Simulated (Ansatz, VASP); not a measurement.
**One calculation of AlIn3Sb2, two programs**

The input INCAR:

```
SYSTEM = AlIn3Sb2
ALGO     = Normal         ! electronic algorithm
EDIFF    = 1E-7           ! SCF threshold, eV
EDIFFG   = -0.04          ! ionic threshold
ENCUT    = 600            ! plane-wave cutoff, eV
GGA      = PE             ! functional
IBRION   = 2              ! ionic algorithm
ISIF     = 3              ! what is computed and relaxed
ISMEAR   = 0              ! smearing method
LASPH    = .TRUE.         ! aspherical terms in the spheres
LCHARG   = .FALSE.        ! write CHGCAR
LREAL    = .FALSE.        ! projectors in reciprocal space
LWAVE    = .FALSE.        ! write WAVECAR
NELM     = 60             ! most SCF steps
NSW      = 90             ! ionic steps
PREC     = Accurate       ! precision mode
SIGMA    = 0.1            ! smearing width, eV
```

KPOINTS

```
k-points
0
G
  3 3 3
  0 0 0
```

File POSCAR:

```
AlIn3Sb2
1.0
    4.1856628600      2.4165935800      2.9719626900
   -4.1856628600      2.4165935800      2.9719626900
    0.0000000000     -4.8331871600      2.9719626900
Al In Sb
1 3 2
Direct
    0.5000000000      0.5000000000      0.5000000000
    0.0000000000      0.5000000000      0.0000000000
    0.0000000000      0.0000000000      0.5000000000
    0.5000000000      0.0000000000      0.0000000000
    0.7708021400      0.7708021400      0.7708021400
    0.2291978600      0.2291978600      0.2291978600
```

Input for Ansatz:

```yaml
crystal:
  lattice:
    - [4.18566286, 2.41659358, 2.97196269]
    - [-4.18566286, 2.41659358, 2.97196269]
    - [0.0, -4.83318716, 2.97196269]
  atoms:
    - { symbol: Al, position: [0.5, 0.5, 0.5] }
    - { symbol: In, position: [0.0, 0.5, 0.0] }
    - { symbol: In, position: [0.0, 0.0, 0.5] }
    - { symbol: In, position: [0.5, 0.0, 0.0] }
    - { symbol: Sb, position: [0.77080214, 0.77080214, 0.77080214] }
    - { symbol: Sb, position: [0.22919786, 0.22919786, 0.22919786] }
basis:
  ecutwfc: 420
kpoints:
  mp_grid: { grid: [3, 3, 3] }
hamiltonian:
  xc: pbe
scf:
  occupations: { method: gaussian, width: 0.1 }
  lower_state_search: "off"
output:
  forces: true
  stress: true
  eigenvalues: true
relax:
  adjacent_minimum: "off"
  f_tol: 0.04
  max_steps: 70
  cell: { stress_tol: 0.4 }
```

Change from the starting cell: species swapped into the Ag3AuS2 type (R-3m, No. 166).

Alike in both runs: task relaxation of cell and atoms; functional PBE; k mesh 3 × 3 × 3; occupations gaussian, width 0.1 eV; no spin polarisation.

```csv
,VASP,Ansatz
version,VASP 6.6.1,Ansatz 0.2.0
potentials or method,"VASP PAW PBE potentials, release 64 (Al, In_d, Sb), cutoff 600 eV","scalar-relativistic, plane waves, PAW"
valence electrons in the cell,52,72
```

VASP gave:

- gap on the k mesh at the Fermi level, each at its own relaxed structure (eV): none
- relaxed volume (Å³/atom): 44.98
- relaxed cell length with the largest relative difference (Å): 6.715

**Question.** What did Ansatz give for the same quantities?

**Answer.** gap on the k mesh at the Fermi level, each at its own relaxed structure (eV): none; relaxed volume (Å³/atom): 45.12; relaxed cell length with the largest relative difference (Å): 6.721.

A gap of «none» marks a metal or a gap that the smearing closes. VASP's potentials hold 52 valence electrons a cell and Ansatz's 72, so a difference there can come from the potentials and not from the codes.

The k mesh is coarse, so the values compare programs but aren't converged. Spin-orbit coupling is off throughout. Noted on VASP's run: the volume moved by over 15 % at a fixed basis, so the end points are rough.
